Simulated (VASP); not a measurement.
**BaTiO3: relaxation of shape and atoms at fixed volume with PBE+U**

Crystal: BaTiO3.

```
CELL_PARAMETERS angstrom
2.91327 1.68198 2.39733
-2.91327 1.68198 2.39733
0.00000 -3.36395 2.39733
ATOMIC_POSITIONS crystal
Ba 0.00540 0.00540 0.00540
Ti 0.51731 0.51731 0.51731
O 0.48894 0.48894 0.97812
O 0.48894 0.97812 0.48894
O 0.97812 0.48894 0.48894
```

This cell differs from its parent crystal: volume scaled by 1.06.

```json
{
  "Program": "VASP 6.6.1",
  "Task": "relaxation of shape and atoms at fixed volume",
  "Functional": "PBE",
  "Potentials or basis": "VASP PAW PBE potentials, release 64 (Ba_sv, Ti_sv, O)",
  "Cutoff": "600 eV",
  "k mesh": "6 × 6 × 6",
  "Occupations": "gaussian, width 0.02 eV",
  "Spin": "no spin polarisation",
  "Hubbard terms": "Ti d U = 4.0 eV",
  "Dipole correction": "no",
  "Further INCAR settings": "ALGO = Normal; EDIFF = 1e-07; IBRION = 2; EDIFFG = -0.01; NSW = 50; ISIF = 4"
}
```

```yaml
Energy_gained_by_relaxing: 2.2 meV/atom
Ionic_steps: 8
Pressure_after_relaxing: -5.4 GPa
Band_gap_on_the_k_mesh: 2.45 eV, indirect (least direct gap 2.88 eV)
```

Step by step:
| step | energy change (eV) | largest force (eV/Å) | pressure (GPa) | volume (Å³) |
| --- | --- | --- | --- | --- |
| 1 | 0.0000 | 0.3579 | -3.67 | 70.48 |
| 2 | -0.0077 | 0.1490 | -4.59 | 70.48 |
| 3 | -0.0093 | 0.0699 | -5.18 | 70.48 |
| 4 | -0.0100 | 0.0601 | -5.23 | 70.48 |
| 5 | -0.0105 | 0.0464 | -5.28 | 70.48 |
| 6 | -0.0107 | 0.0210 | -5.34 | 70.48 |
| 7 | -0.0108 | 0.0071 | -5.38 | 70.48 |
| 8 | -0.0108 | 0.0019 | -5.40 | 70.48 |

Final structure:
```cif
data_structure
_symmetry_space_group_name_H-M 'P 1'
_symmetry_Int_Tables_number 1
_cell_length_a 4.1307
_cell_length_b 4.1307
_cell_length_c 4.1307
_cell_angle_alpha 89.829
_cell_angle_beta 89.829
_cell_angle_gamma 89.829
_cell_volume 70.48
loop_
_atom_site_label
_atom_site_type_symbol
_atom_site_fract_x
_atom_site_fract_y
_atom_site_fract_z
_atom_site_occupancy
Ba1 Ba 0.00264 0.00264 0.00264 1
Ti1 Ti 0.51223 0.51223 0.51223 1
O1 O 0.49080 0.49080 0.98223 1
O2 O 0.49080 0.98223 0.49080 1
O3 O 0.98223 0.49080 0.49080 1
```

Levels at points of the mesh, in eV from the valence-band top:
```tsv
k point	band 16	band 17	band 18	band 19	band 20	band 21	band 22	band 23	band 24
(0.00, 0.00, 0.00)	-1.12	-0.94	-0.49	-0.43	-0.43	2.45	2.45	2.52	3.78
(0.50, 0.00, 0.00)	-1.80	-1.53	-1.51	-0.91	-0.85	2.59	3.67	3.72	3.78
(0.50, 0.50, 0.00)	-2.34	-1.81	-0.93	-0.89	-0.08	3.72	3.73	4.06	4.26
(0.50, 0.50, 0.50)	-2.31	-2.29	-0.02	-0.02	0.00	4.16	4.27	4.27	6.10
```

Eigenvalues of the final occupation matrices:
```csv
site,spin,trace,eigenvalues
site 2 d,1,0.78,0.11 0.11 0.11 0.23 0.23
site 2 d,2,0.78,0.11 0.11 0.11 0.23 0.23
```

Run time: 6.9 min on 1 thread of Intel(R) Xeon(R) Platinum 8259CL CPU @ 2.50GHz (Skylake/Cascade Lake) (shared host), peak memory 0.25 GiB.

Caveat: the cell differs from its parent crystal (volume scaled by 1.06); spin-orbit coupling is left out, which moves the levels of the heavy elements. A k mesh can miss the band edges.
